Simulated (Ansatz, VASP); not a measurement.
# HgTe: VASP beside Ansatz

INCAR

```
PREC     = Accurate       # precision mode
ENCUT    = 520            # plane-wave cutoff, eV
EDIFF    = 1E-6           # SCF threshold, eV
ISMEAR   = 0              # smearing method
SIGMA    = 0.15           # smearing width, eV
LREAL    = F              # projectors in reciprocal space
LASPH    = T              # aspherical terms in the spheres
NELM     = 60             # most SCF steps
ALGO     = Normal         # electronic algorithm
ISIF     = 2              # what is computed and relaxed
LWAVE    = F              # write WAVECAR
LCHARG   = F              # write CHGCAR
GGA      = PE             # functional
NBANDS   = 16             # bands
```

File KPOINTS:

```
regular mesh
0
Gamma
  16 16 16
```

The input POSCAR:

```
HgTe
1.0
    0.0000000000      3.4079180388      3.2416781344
    3.4079180388      0.0000000000      3.2416781344
    3.4079180388      3.4079180388      0.0000000000
Hg Te
1 1
Direct
    0.0000000000      0.0000000000      0.0000000000
    0.7500000000      0.7500000000      0.7500000000
```

Input for Ansatz:

```yaml
crystal:
  lattice:
    - [0.0, 3.4079180285, 3.2416781247]
    - [3.4079180285, 0.0, 3.2416781247]
    - [3.4079180285, 3.4079180285, 0.0]
  atoms:
    - { symbol: Hg, position: [0.0, 0.0, 0.0] }
    - { symbol: Te, position: [0.75, 0.75, 0.75] }
basis:
  ecutwfc: 420
kpoints:
  mp_grid: { grid: [16, 16, 16] }
hamiltonian:
  xc: pbe
scf:
  occupations: { method: gaussian, width: 0.15 }
output:
  forces: true
  stress: true
  eigenvalues: true
  write_density: true
  write_potential: true
  elf: true
  volumetric_format: npy
```

Change from the starting cell: strain +0.025 along x and y, -0.025 along z, atoms carried along.

Alike in both runs: task single point; functional PBE; k mesh 16 × 16 × 16; occupations gaussian, width 0.15 eV; no spin polarisation.

|  | VASP | Ansatz |
| --- | --- | --- |
| version | VASP 6.6.1 | Ansatz 0.2.0 |
| potentials or method | VASP PAW PBE potentials, release 64 (Hg, Te), cutoff 520 eV | scalar-relativistic, plane waves, PAW |
| valence electrons in the cell | 18 | 36 |

Ansatz gave:

| Item | Value |
| --- | --- |
| gap on the k mesh at the Fermi level (eV) | none |
| pressure (GPa) | -0.8 |
| traceless stress, the component that is largest in VASP (GPa) | 0.47 |

Question: Which values does VASP return?

Answer: gap on the k mesh at the Fermi level (eV): none; pressure (GPa): -0.7; traceless stress, the component that is largest in VASP (GPa): 0.47.

A gap of «none» marks a metal or a gap that the smearing closes. VASP's potentials hold 18 valence electrons a cell and Ansatz's 36, so a difference there can come from the potentials and not from the codes.

Spin-orbit coupling is off throughout.
